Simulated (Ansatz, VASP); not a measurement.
One calculation of Ca, two programs

```
CELL_PARAMETERS angstrom
2.00085 -3.44642 0.00000
2.00085 3.44642 0.00000
0.00000 0.00000 6.50911
ATOMIC_POSITIONS crystal
Ca 0.83559 0.16441 0.25000
Ca 0.16441 0.83559 0.75000
```

Change from the starting cell: x and y stretched by +1.5 %, z held, PAW files.

Alike in both runs: task electric field gradients; functional PBEsol; k mesh 11 × 11 × 6; occupations fermi-dirac, width 0.05 eV; no spin polarisation.

|  | VASP | Ansatz |
| --- | --- | --- |
| version | VASP 6.6.1 | Ansatz 0.2.0 |
| potentials or method | VASP PAW PBE potentials, release 64 (Ca_sv) | PAW with Ansatz's default frozen-core files, scalar-relativistic |
| plane-wave cutoff (eV) | 520 | 420 |
| valence electrons in the cell | 20 | 20 |

```csv
,VASP,Ansatz,Ansatz less VASP
pressure (GPa),-1.5,-1.5,-0.01
"traceless stress, the component that is largest in VASP (GPa)",-0.21,-0.20,+0.002
rms of the force components (eV/Å),0.009,0.009,-0.0001
size of Vzz on the site where it differs most (V/Å²),3.6,3.5,-0.12
```

VASP's potentials were made for PBE, not for PBEsol. Atom by atom the forces differ by 0.000 eV/Å (rms over components).
